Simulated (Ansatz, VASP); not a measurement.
# One calculation of HfO2, two programs

POSCAR

```
HfO2
1.0
    0.0000000000      2.3656875000      2.5575000000
    2.5575000000      0.0000000000      2.5575000000
    2.5575000000      2.3656875000      0.0000000000
Hf O
1 2
Direct
    0.0000000000      0.0000000000      0.0000000000
    0.2500000000      0.2500000000      0.2500000000
    0.7500000000      0.7500000000      0.7500000000
```

The input INCAR.step1:

```
SYSTEM = HfO2
PREC     = Accurate       ! precision mode
ENCUT    = 520            ! plane-wave cutoff, eV
ISMEAR   = 0              ! smearing method
SIGMA    = 0.05           ! smearing width, eV
LREAL    = .FALSE.        ! projectors in reciprocal space
LASPH    = .TRUE.         ! aspherical terms in the spheres
NELM     = 80             ! most SCF steps
NBANDS   = 18             ! bands
GGA      = PE             ! functional
ALGO     = Normal         ! electronic algorithm
EDIFF    = 1E-4           ! SCF threshold, eV
LWAVE    = .TRUE.         ! write WAVECAR
LCHARG   = .FALSE.        ! write CHGCAR
```

Contents of INCAR.step2:

```
SYSTEM = HfO2
PREC     = Accurate       ! precision mode
ENCUT    = 520            ! plane-wave cutoff, eV
EDIFF    = 1E-6           ! SCF threshold, eV
ISMEAR   = 0              ! smearing method
SIGMA    = 0.05           ! smearing width, eV
LREAL    = .FALSE.        ! projectors in reciprocal space
LASPH    = .TRUE.         ! aspherical terms in the spheres
NELM     = 80             ! most SCF steps
ALGO     = Normal         ! electronic algorithm
ISIF     = 2              ! what is computed and relaxed
LWAVE    = .FALSE.        ! write WAVECAR
LCHARG   = .TRUE.         ! write CHGCAR
METAGGA  = R2SCAN         ! meta-GGA
LMIXTAU  = .TRUE.       
LELF     = .TRUE.         ! ELF
LVHAR    = .TRUE.       
NBANDS   = 18             ! bands
ISTART   = 1
```

File KPOINTS:

```
Automatic mesh
0
G
  8 8 8
  0 0 0
```

Input for Ansatz:

```yaml
crystal:
  lattice:
    - [0.0, 2.3656875, 2.5575]
    - [2.5575, 0.0, 2.5575]
    - [2.5575, 2.3656875, 0.0]
  atoms:
    - { symbol: Hf, position: [0.0, 0.0, 0.0] }
    - { symbol: O, position: [0.25, 0.25, 0.25] }
    - { symbol: O, position: [0.75, 0.75, 0.75] }
basis:
  ecutwfc: 500
kpoints:
  mp_grid: { grid: [8, 8, 8] }
hamiltonian:
  xc: r2scan
scf:
  occupations: { method: gaussian, width: 0.05 }
output:
  forces: true
  stress: true
  eigenvalues: true
```

Change from the starting cell: strain -0.0750 x Voigt [0, 1, 0, 0, 0, 0], atoms carried along.

Alike in both runs: task single point; functional r2SCAN; k mesh 8 × 8 × 8; occupations gaussian, width 0.05 eV; no spin polarisation.

|  | VASP | Ansatz |
| --- | --- | --- |
| version | VASP 6.6.1 | Ansatz 0.2.0 |
| potentials or method | VASP PAW PBE potentials, release 64 (Hf_pv, O), cutoff 520 eV | scalar-relativistic, plane waves, PAW |
| valence electrons in the cell | 22 | 38 |

|  | VASP | Ansatz | Ansatz less VASP |
| --- | --- | --- | --- |
| gap on the k mesh at the Fermi level (eV) | 3.38 | 3.38 | +0.002 |
| least direct gap on the mesh (eV) | 3.67 | 3.66 | -0.008 |
| pressure (GPa) | 9.2 | 13.6 | +4.37 |
| traceless stress, the component that is largest in VASP (GPa) | 27.62 | 27.15 | -0.473 |

VASP's potentials were made for PBE, not for r2SCAN. One of these differences is far larger than is usual between the two programs; its cause wasn't traced. VASP's potentials hold 22 valence electrons a cell and Ansatz's 38, so a difference there can come from the potentials and not from the codes.

Spin-orbit coupling is off throughout.
